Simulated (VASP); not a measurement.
# MoSe (Pm-3m) in VASP: a series of runs, part 2 of 2

VASP 6.6.1.

**4. Single point, r2SCAN+U, collinear spin**

This run uses another cell than the first one, of 24.22 Å³/atom.

File POSCAR:

```
MoSe
1.0
    3.6452164019      0.0000000000      0.0000000000
    0.0000000000      3.6452164019      0.0000000000
    0.0000000000      0.0000000000      3.6452164019
Mo Se
1 1
Direct
    0.0000000000      0.0000000000      0.0000000000
    0.5000000000      0.5000000000      0.5000000000
```

File INCAR.step1:

```
SYSTEM = MoSe
PREC = Accurate
ENCUT = 520
ISMEAR = 0
SIGMA = 0.1
LREAL = .FALSE.
LASPH = .TRUE.
NELM = 150
ISPIN = 2
MAGMOM = 2 0
LMAXMIX = 4
LDAU = .TRUE.
LDAUTYPE = 2
LDAUL = 2 -1
LDAUU = 4.38 0
LDAUJ = 0 0
NBANDS = 21
GGA = PE
ALGO = Normal
EDIFF = 1E-4
LWAVE = .TRUE.
LCHARG = .FALSE.
```

File INCAR.step2:

```
SYSTEM = MoSe
PREC = Accurate
ENCUT = 520
EDIFF = 1E-7
ISMEAR = 0
SIGMA = 0.1
LREAL = .FALSE.
LASPH = .TRUE.
NELM = 150
ALGO = Normal
ISIF = 2
LWAVE = .FALSE.
LCHARG = .FALSE.
ISPIN = 2
MAGMOM = 2 0
LORBIT = 11
LMAXMIX = 4
LDAU = .TRUE.
LDAUTYPE = 2
LDAUL = 2 -1
LDAUU = 4.38 0
LDAUJ = 0 0
LDAUPRINT = 1
METAGGA = R2SCAN
LMIXTAU = .TRUE.
NBANDS = 21
ISTART = 1
```

File KPOINTS:

```
regular mesh
0
G
  12 12 12
  0 0 0
```

Potentials or basis: VASP PAW PBE potentials, release 64 (Mo_sv, Se).

Run with:

```
cat potpaw_PBE.64/Mo_sv/POTCAR potpaw_PBE.64/Se/POTCAR > POTCAR
cp INCAR.step1 INCAR
mpirun -np 1 vasp_std > vasp.out
cp INCAR.step2 INCAR
mpirun -np 1 vasp_std > vasp.out
```

OUTCAR:

```text
SYSTEM = MoSe
   PREC = Accurate
   ENCUT = 520
   EDIFF = 1E-7
   ISMEAR = 0
   LREAL = .FALSE.
   LASPH = .TRUE.
   NELM = 150
   ISIF = 2
   ISPIN = 2
   LORBIT = 11
   METAGGA = R2SCAN
   ISTART = 1

 ion  position               nearest neighbor table
   1  0.000  0.000  0.000-
   2  0.500  0.500  0.500-

  LATTYP: Found a simple cubic cell.
 ALAT       =     3.6452164019

  Lattice vectors:

 A1 = (   3.6452164019,   0.0000000000,   0.0000000000)
 A2 = (   0.0000000000,   3.6452164019,   0.0000000000)
 A3 = (   0.0000000000,   0.0000000000,   3.6452164019)

Analysis of symmetry for initial positions (statically):
[... 1403 lines left out ...]
 -----------------------------------------------------------------------------
  energy-cutoff  :      520.00
  volume of cell :       48.44
      direct lattice vectors                 reciprocal lattice vectors
     3.645216402  0.000000000  0.000000000     0.274332136  0.000000000  0.000000000
     0.000000000  3.645216402  0.000000000     0.000000000  0.274332136  0.000000000
     0.000000000  0.000000000  3.645216402     0.000000000  0.000000000  0.274332136

 POSITION                                       TOTAL-FORCE (eV/Angst)
 -----------------------------------------------------------------------------------
      0.00000      0.00000      0.00000         0.000000      0.000000      0.000000
      1.82261      1.82261      1.82261         0.000000      0.000000      0.000000
 -----------------------------------------------------------------------------------
    total drift:                                0.000000      0.000000      0.000000

  FREE ENERGIE OF THE ION-ELECTRON SYSTEM (eV)
  ---------------------------------------------------
  free  energy   TOTEN  =       -36.3563962233 eV

  energy  without entropy=      -36.3543507578  energy(sigma->0) =      -36.35537349

 total charge

# of ion       s       p       d       tot
------------------------------------------
    1        2.133   6.022   3.954  12.109
    2        1.482   2.287   0.022   3.791
--------------------------------------------------
tot          3.615   8.309   3.977  15.900

 magnetization (x)

# of ion       s       p       d       tot
------------------------------------------
    1        0.065   0.035   3.760   3.860
    2        0.024  -0.367   0.014  -0.329
--------------------------------------------------
tot          0.088  -0.332   3.774   3.531
```

OSZICAR.step1:

```text
N       E                     dE             d eps       ncg     rms          rms(c)
DAV:   1     0.134177020280E+03    0.13418E+03   -0.99082E+03  7088   0.885E+02
DAV:   2    -0.422148197464E+01   -0.13840E+03   -0.13372E+03  8229   0.247E+02
DAV:   3    -0.828488830105E+01   -0.40634E+01   -0.40116E+01  8387   0.378E+01
DAV:   4    -0.830501301771E+01   -0.20125E-01   -0.20122E-01  7874   0.304E+00
DAV:   5    -0.830510985094E+01   -0.96833E-04   -0.96832E-04  8467   0.221E-01    0.743E+00
DAV:   6    -0.849688333781E+01   -0.19177E+00   -0.57738E+00  7593   0.118E+01    0.683E+00
DAV:   7    -0.887009450997E+01   -0.37321E+00   -0.41236E-01  7666   0.405E+00    0.514E+00
DAV:   8    -0.956332286871E+01   -0.69323E+00   -0.55568E-01  7921   0.332E+00    0.300E+00
DAV:   9    -0.957841850086E+01   -0.15096E-01   -0.92451E-02  7901   0.208E+00    0.156E+00
DAV:  10    -0.966992632599E+01   -0.91508E-01   -0.97290E-02  8034   0.197E+00    0.455E-01
DAV:  11    -0.967288689764E+01   -0.29606E-02   -0.45283E-03  8061   0.416E-01    0.261E-01
DAV:  12    -0.967386343629E+01   -0.97654E-03   -0.71430E-04  7986   0.196E-01    0.688E-02
DAV:  13    -0.967391094367E+01   -0.47507E-04   -0.13041E-04  6049   0.804E-02
   1 F= -.96739109E+01 E0= -.96728214E+01  d E =-.217900E-02  mag=     3.9935
```

It took 15 min on 1 thread of Oxide Virtual Turin-like, shared host; peak memory 0.24 GiB.

What came out:

```yaml
Free_energy: -36.3564 eV
Pressure: -7.4 GPa
Band_gap_on_the_k_mesh: zero (filled and empty bands overlap)
Net_moment: 4.00 μB per cell
Site_moments: Mo +3.86; Se -0.33 μB
Valence_electrons_inside_the_program's_atomic_spheres: Mo 12.11; Se 3.79
```

Eigenvalues of the final occupation matrices:
| site | spin | trace | eigenvalues |
| --- | --- | --- | --- |
| site 1 d | 1 | 3.89 | 0.73 0.73 0.73 0.84 0.84 |
| site 1 d | 2 | 0.10 | 0.01 0.01 0.03 0.03 0.03 |

Caveat: the cell stands under tension; the PAW data sets were made with another functional, which shifts forces and pressure a little.

**5. Single point, r2SCAN+U, collinear spin**

This run uses another cell than the first one, of 25.98 Å³/atom.

File POSCAR:

```
MoSe
1.0
    3.7315255802      0.0000000000      0.0000000000
    0.0000000000      3.7315255802      0.0000000000
    0.0000000000      0.0000000000      3.7315255802
Mo Se
1 1
Direct
    0.0000000000      0.0000000000      0.0000000000
    0.5000000000      0.5000000000      0.5000000000
```

File INCAR.step1:

```
  PREC = Accurate
  ENCUT = 520
  ISMEAR = 0
  SIGMA = 0.1
  LREAL = F
  LASPH = T
  NELM = 150
  ISPIN = 2
  MAGMOM = 2 0
  LMAXMIX = 4
  LDAU = T
  LDAUTYPE = 2
  LDAUL = 2 -1
  LDAUU = 4.38 0
  LDAUJ = 0 0
  NBANDS = 21
  GGA = PE
  ALGO = Normal
  EDIFF = 1E-4
  LWAVE = T
  LCHARG = F
```

File INCAR.step2:

```
  PREC = Accurate
  ENCUT = 520
  EDIFF = 1E-6
  ISMEAR = 0
  SIGMA = 0.1
  LREAL = F
  LASPH = T
  NELM = 150
  ALGO = Normal
  ISIF = 2
  LWAVE = F
  LCHARG = F
  ISPIN = 2
  MAGMOM = 2 0
  LORBIT = 11
  LMAXMIX = 4
  LDAU = T
  LDAUTYPE = 2
  LDAUL = 2 -1
  LDAUU = 4.38 0
  LDAUJ = 0 0
  LDAUPRINT = 1
  METAGGA = R2SCAN
  LMIXTAU = T
  NBANDS = 21
  ISTART = 1
```

File KPOINTS:

```
Automatic mesh
0
Gamma
  12 12 12
```

Potentials or basis: VASP PAW PBE potentials, release 64 (Mo_sv, Se).

Run with:

```
cat potpaw_PBE.64/Mo_sv/POTCAR potpaw_PBE.64/Se/POTCAR > POTCAR
cp INCAR.step1 INCAR
mpirun -np 1 vasp_std > vasp.out
cp INCAR.step2 INCAR
mpirun -np 1 vasp_std > vasp.out
```

OUTCAR:

```text
PREC = Accurate
   ENCUT = 520
   EDIFF = 1E-6
   ISMEAR = 0
   LREAL = F
   LASPH = T
   NELM = 150
   ISIF = 2
   ISPIN = 2
   LORBIT = 11
   METAGGA = R2SCAN
   ISTART = 1

 ion  position               nearest neighbor table
   1  0.000  0.000  0.000-
   2  0.500  0.500  0.500-

  LATTYP: Found a simple cubic cell.
 ALAT       =     3.7315255802

  Lattice vectors:

 A1 = (   3.7315255802,   0.0000000000,   0.0000000000)
 A2 = (   0.0000000000,   3.7315255802,   0.0000000000)
 A3 = (   0.0000000000,   0.0000000000,   3.7315255802)

Analysis of symmetry for initial positions (statically):
=====================================================================
 Subroutine PRICEL returns:
 Original cell was already a primitive cell.

 Routine SETGRP: Setting up the symmetry group for a
 simple cubic supercell.

 Subroutine GETGRP returns: Found 48 space group operations
 (whereof 48 operations were pure point group operations)
 out of a pool of 48 trial point group operations.

The static configuration has the point symmetry O_h .

Analysis of symmetry for dynamics (positions and initial velocities):
=====================================================================
 Subroutine PRICEL returns:
 Original cell was already a primitive cell.

 Routine SETGRP: Setting up the symmetry group for a
 simple cubic supercell.

 Subroutine GETGRP returns: Found 48 space group operations
 (whereof 48 operations were pure point group operations)
 out of a pool of 48 trial point group operations.

The dynamic configuration has the point symmetry O_h .

Analysis of structural, dynamic, and magnetic symmetry:
=====================================================================
[... 183 lines left out ...]
  o =  0.8467  v =  0.0000 -0.0000  0.9997  0.0000 -0.0250  0.0000  0.0000  0.0000  0.0000  0.0000      0.0000  0.0000  0.0000  0.0000  0.0000  0.0000  0.0000  0.0000  0.0000  0.0000
  o =  0.8467  v =  0.0000 -0.0000 -0.0250  0.0000 -0.9997  0.0000  0.0000  0.0000  0.0000  0.0000      0.0000  0.0000  0.0000  0.0000  0.0000  0.0000  0.0000  0.0000  0.0000  0.0000

 number of electron      20.0000004 magnetization       4.0000003

 Free energy of the ion-electron system (eV)
  ---------------------------------------------------
  ext. energy  EPLUGINS =         0.00000000
  ---------------------------------------------------
  free energy    TOTEN  =       -36.16750254 eV

  energy without entropy =      -36.16528144  energy(sigma->0) =      -36.16639199

 E-fermi :   4.8731     XC(G=0): -10.2778

 val. band max:        4.8608209914   @ k =   0.4167   0.4167   0.3333
 cond. band min:       4.8807560951   @ k =   0.2500   0.1667   0.1667
 fundamental gap:      0.0199351037
 Fermi energy:         4.8730745059

 spin component 1

 k-point     1 :       0.0000    0.0000    0.0000
  band No.  band energies     occupation
      1     -58.6445      1.00000
      2     -32.2249      1.00000
      3     -32.2249      1.00000
      4     -32.2249      1.00000
      5      -8.7026      1.00000
      6       1.1957      1.00000
[... 1145 lines left out ...]
     20      18.8185      0.00000
     21      20.4020      0.00000

 [... further k-points ...]

------------------------ aborting loop because EDIFF is reached ----------------------------------------

  FORCE on cell =-STRESS in cart. coord.  units (eV):
  Direction    XX          YY          ZZ          XY          YZ          ZX
  --------------------------------------------------------------------------------------
  -------------------------------------------------------------------------------------
  Total       -3.1160474     -3.1160474     -3.1160474     -0.0000000      0.0000000     -0.0000000
  in kB      -96.0849502    -96.0849502    -96.0849502     -0.0000000      0.0000000     -0.0000000
  external PRESSURE =     -96.0849502 kB  Pullay stress =       0.0000000 kB

 VOLUME and BASIS-vectors are now :
 -----------------------------------------------------------------------------
  energy-cutoff  :      520.00
  volume of cell :       51.96
      direct lattice vectors                 reciprocal lattice vectors
     3.731525580  0.000000000  0.000000000     0.267986907  0.000000000  0.000000000
     0.000000000  3.731525580  0.000000000     0.000000000  0.267986907  0.000000000
     0.000000000  0.000000000  3.731525580     0.000000000  0.000000000  0.267986907

 POSITION                                       TOTAL-FORCE (eV/Angst)
 -----------------------------------------------------------------------------------
      0.00000      0.00000      0.00000         0.000000      0.000000      0.000000
      1.86576      1.86576      1.86576         0.000000      0.000000      0.000000
 -----------------------------------------------------------------------------------
    total drift:                               -0.000000      0.000000      0.000000

  FREE ENERGIE OF THE ION-ELECTRON SYSTEM (eV)
  ---------------------------------------------------
  free  energy   TOTEN  =       -36.1675025405 eV

  energy  without entropy=      -36.1652814358  energy(sigma->0) =      -36.16639199

 total charge

# of ion       s       p       d       tot
------------------------------------------
    1        2.125   6.012   3.955  12.093
    2        1.482   2.263   0.018   3.762
--------------------------------------------------
tot          3.607   8.276   3.973  15.855

 magnetization (x)

# of ion       s       p       d       tot
------------------------------------------
    1        0.064   0.033   3.797   3.894
    2        0.020  -0.395   0.011  -0.363
--------------------------------------------------
tot          0.084  -0.362   3.808   3.531
```

Run time: 11 min. Hardware: 1 thread of Oxide Virtual Turin-like, shared host; peak memory 0.25 GiB.

What came out:

- Free energy: -36.1675 eV
- Pressure: -9.6 GPa
- Band gap on the k mesh: zero (filled and empty bands overlap)
- Net moment: 4.00 μB per cell
- Site moments: Mo +3.89; Se -0.36 μB
- Valence electrons inside the program's atomic spheres: Mo 12.09; Se 3.76

Eigenvalues of the final occupation matrices:
```csv
site,spin,trace,eigenvalues
site 1 d,1,3.91,0.74 0.74 0.74 0.85 0.85
site 1 d,2,0.08,0.00 0.00 0.02 0.02 0.02
```

Caveat: the cell stands under tension; the PAW data sets were made with another functional, which shifts forces and pressure a little.

**6. Single point, r2SCAN+U, collinear spin**

This run uses another cell than the first one, of 22.02 Å³/atom.

File POSCAR:

```
MoSe
1.0
    3.5312279558      0.0000000000      0.0000000000
    0.0000000000      3.5312279558      0.0000000000
    0.0000000000      0.0000000000      3.5312279558
Mo Se
1 1
Direct
    0.0000000000      0.0000000000      0.0000000000
    0.5000000000      0.5000000000      0.5000000000
```

File INCAR.step1:

```
SYSTEM = MoSe
PREC = Accurate ; ENCUT = 520
ISMEAR = 0 ; SIGMA = 0.1
LREAL = .False. ; LASPH = .True.
NELM = 150 ; ISPIN = 2
MAGMOM = 3.5 0 ; LMAXMIX = 4
LDAU = .True. ; LDAUTYPE = 2
LDAUL = 2 -1 ; LDAUU = 4.38 0
LDAUJ = 0 0 ; NBANDS = 21
GGA = PE ; ALGO = Normal
EDIFF = 1E-4 ; LWAVE = .True.
LCHARG = .False.
```

File INCAR.step2:

```
SYSTEM = MoSe
PREC = Accurate ; ENCUT = 520
EDIFF = 1E-7 ; ISMEAR = 0
SIGMA = 0.1 ; LREAL = .False.
LASPH = .True. ; NELM = 150
ALGO = Normal ; ISIF = 2
LWAVE = .False. ; LCHARG = .False.
ISPIN = 2 ; MAGMOM = 3.5 0
LORBIT = 11 ; LMAXMIX = 4
LDAU = .True. ; LDAUTYPE = 2
LDAUL = 2 -1 ; LDAUU = 4.38 0
LDAUJ = 0 0 ; LDAUPRINT = 1
METAGGA = R2SCAN ; LMIXTAU = .True.
NBANDS = 21 ; ISTART = 1
```

File KPOINTS:

```
regular mesh
0
Gamma
  12 12 12
  0 0 0
```

Potentials or basis: VASP PAW PBE potentials, release 64 (Mo_sv, Se).

Run with:

```
cat potpaw_PBE.64/Mo_sv/POTCAR potpaw_PBE.64/Se/POTCAR > POTCAR
cp INCAR.step1 INCAR
mpirun -np 1 vasp_std > vasp.out
cp INCAR.step2 INCAR
mpirun -np 1 vasp_std > vasp.out
```

Run time: 13 min. Hardware: 1 thread of Oxide Virtual Turin-like, shared host; peak memory 0.23 GiB.

It converged, with:

```yaml
Free_energy: -36.4981 eV
Pressure: -2.4 GPa
Band_gap_on_the_k_mesh: zero (filled and empty bands overlap)
Net_moment: 4.00 μB per cell
Site_moments: Mo +3.82; Se -0.28 μB
Valence_electrons_inside_the_program's_atomic_spheres: Mo 12.15; Se 3.84
```

Levels at points of the mesh, in eV from the Fermi level:
Spin up:
```tsv
k point	band 8	band 9	band 10	band 11	band 12	band 13	band 14	band 15	band 16	band 17
(0.00, 0.00, 0.00)	-1.78	-1.78	-1.78	-1.75	-1.75	-1.75	0.15	8.06	8.06	13.57
(0.50, 0.00, 0.00)	-3.83	-3.83	-1.65	-1.56	1.42	1.42	3.76	6.33	6.39	7.74
(0.50, 0.50, 0.00)	-4.16	-2.52	-2.52	-2.13	-1.68	-0.60	1.78	8.21	8.21	9.61
(0.50, 0.50, 0.50)	-6.12	-1.63	-1.63	1.29	1.29	1.29	2.33	2.33	2.33	5.96
```
Spin down:
| k point | band 4 | band 5 | band 6 | band 7 | band 8 | band 9 | band 10 | band 11 | band 12 | band 13 |
| --- | --- | --- | --- | --- | --- | --- | --- | --- | --- | --- |
| (0.00, 0.00, 0.00) | -33.94 | -15.09 | -2.02 | -2.02 | -2.02 | 1.21 | 1.21 | 2.36 | 4.60 | 4.60 |
| (0.50, 0.00, 0.00) | -33.93 | -14.27 | -6.36 | -2.09 | -2.09 | 2.40 | 4.95 | 5.09 | 5.42 | 5.69 |
| (0.50, 0.50, 0.00) | -33.92 | -13.79 | -5.01 | -5.01 | -1.04 | 0.56 | 3.14 | 3.18 | 3.18 | 6.11 |
| (0.50, 0.50, 0.50) | -33.99 | -13.11 | -5.00 | -5.00 | -5.00 | 3.72 | 3.72 | 3.72 | 6.19 | 6.19 |

Eigenvalues of the final occupation matrices:
```csv
site,spin,trace,eigenvalues
site 1 d,1,3.87,0.73 0.73 0.73 0.84 0.84
site 1 d,2,0.13,0.01 0.01 0.04 0.04 0.04
```

Caveat: the PAW data sets were made with another functional, which shifts forces and pressure a little.

**7. The runs side by side**

| cell | gap on the mesh (eV) | pressure (GPa) | moment (μB) |
| --- | --- | --- | --- |
| a = 3.278 Å, 2 atoms | none | -0.6 | 2.04 |
| a = 3.358 Å, 2 atoms | none | -7.2 | 2.22 |
| a = 3.645 Å, 2 atoms | none | -7.4 | 4.00 |
| a = 3.732 Å, 2 atoms | none | -9.6 | 4.00 |
| a = 3.531 Å, 2 atoms | none | -2.4 | 4.00 |

Alike in all rows: task single point; level r2SCAN+U; potentials or basis VASP PAW PBE potentials, release 64 (Mo_sv, Se); spin collinear; Mo d U = 4.38 eV; k mesh 12 × 12 × 12; cutoff (eV) 520; smearing gaussian 0.1 eV.

Caveats: the PAW data sets were made with another functional, which shifts forces and pressure a little; the cell stands under tension (at least some runs).

Absolute energies hang on the potentials; compare differences alone.

The gap in the log of VASP goes by the Fermi energy; the results here count the filled bands.